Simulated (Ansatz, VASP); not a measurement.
Ta in VASP and in Ansatz

```xyz
1
Lattice="0.0000 1.8297 1.8297 1.8297 0.0000 1.8297 1.8297 1.8297 0.0000" Properties=species:S:1:pos:R:3 pbc="T T T"
Ta    0.0000    0.0000    0.0000
```

Change from the starting cell: volume scaled by 0.65, PAW files.

Alike in both runs: task single point; functional PBE; k mesh 16 × 16 × 16; occupations fermi-dirac, width 0.1 eV; no spin polarisation.

```csv
,VASP,Ansatz
version,VASP 6.6.1,Ansatz 0.2.0
potentials or method,"VASP PAW PBE potentials, release 64 (Ta_pv)","PAW with Ansatz's default frozen-core files, scalar-relativistic"
plane-wave cutoff (eV),520,420
valence electrons in the cell,11,13
```

Ansatz gave:

* pressure (GPa): 175.0

**Question.** What did VASP give for the same quantities?

**Answer.** Pressure (GPa): 177.6.

Both programs put the cell under a high pressure, so it lies far from rest at this level. VASP's potentials hold 11 valence electrons a cell and Ansatz's 13, so a difference there can come from the potentials and not from the codes.

Spin-orbit coupling is off throughout. Noted on VASP's run: the cell as given lies far from equilibrium.
